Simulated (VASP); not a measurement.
Crystal: WS2.

```
W S
1.0
     3.18000    0.00000    0.00000
    -1.59000    2.75396    0.00000
     0.00000    0.00000   12.50000
W S
2 4
Direct
  0.33333 0.66667 0.25000
  0.66667 0.33333 0.75000
  0.33333 0.66667 0.62000
  0.66667 0.33333 0.12000
  0.33333 0.66667 0.88000
  0.66667 0.33333 0.38000
```

Base run:

```yaml
Program: VASP 6.6.1
Functional: LDA
Potentials_or_basis: VASP PAW LDA potentials, release 64 (W_sv, S)
Cutoff: 520 eV
k_mesh: 7 × 7 × 2
Occupations: gaussian, width 0.05 eV
Spin: collinear spin
Starting_moments: "[2.0, 2.0, 0.0, 0.0, 0.0, 0.0] μB"
Hubbard_terms: W d U = 3.0 eV
```

Its results: pressure -8.9 GPa; largest force 1.192 eV/Å.

Question: The run is repeated on the same cell with these changes: moments at the start from [2.0, 2.0, 0.0, 0.0, 0.0, 0.0] to [1.33, 1.33, 0.12, 0.12, 0.12, 0.12]; fixed moment from none to 4.4 μB. What comes out?

Answer: Pressure 3.8 GPa; site moments W +1.42; S +0.12 μB; largest force 0.225 eV/Å.

Caveats: the cell stands under tension (at least some runs); forces of over 1 eV/Å act on the atoms, so gaps and moduli don't describe the material at rest (at least some runs); the moment is held away from its start (at least some runs); the cell stands under pressure (at least some runs); the total moment is fixed, so each spin has its own Fermi level (at least some runs).
